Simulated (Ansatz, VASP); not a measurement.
One calculation of F, two programs

```
F
1.0
     3.24175   -1.80432   -0.25003
     3.24175    1.80432   -0.25003
    -2.45515    0.00000    7.23311
F
4
Direct
  0.08485 0.08485 0.09400
  0.91515 0.91515 0.90600
  0.50157 0.50157 0.59372
  0.49843 0.49843 0.40628
```

Change from the starting cell: volume 20.600 Å^3 an atom, stretch along a over the lengths across it, relative to the relaxed cell 1.0326.

Alike in both runs: task single point; functional PBEsol; k mesh 4 × 4 × 2; occupations gaussian, width 0.05 eV; no spin polarisation.

|  | VASP | Ansatz |
| --- | --- | --- |
| version | VASP 6.6.1 | Ansatz 0.2.0 |
| potentials or method | VASP PAW PBE potentials, release 64 (F_h), cutoff 910 eV | scalar-relativistic, plane waves, PAW |
| valence electrons in the cell | 28 | 28 |

Ansatz gave:

| Item | Value |
| --- | --- |
| gap on the k mesh at the Fermi level (eV) | 2.87 |
| least direct gap on the mesh (eV) | 2.94 |
| rms of the force components (eV/Å) | 0.481 |

Question: Which values does VASP return?

Answer: gap on the k mesh at the Fermi level (eV): 2.86; least direct gap on the mesh (eV): 2.94; rms of the force components (eV/Å): 0.461.

VASP's potentials were made for PBE, not for PBEsol. Atom by atom the forces differ by 0.019 eV/Å (rms over components).

The k mesh is coarse, so the values compare programs but aren't converged. Noted on VASP's run: the cutoff is short for stress, so the pressure is rough.
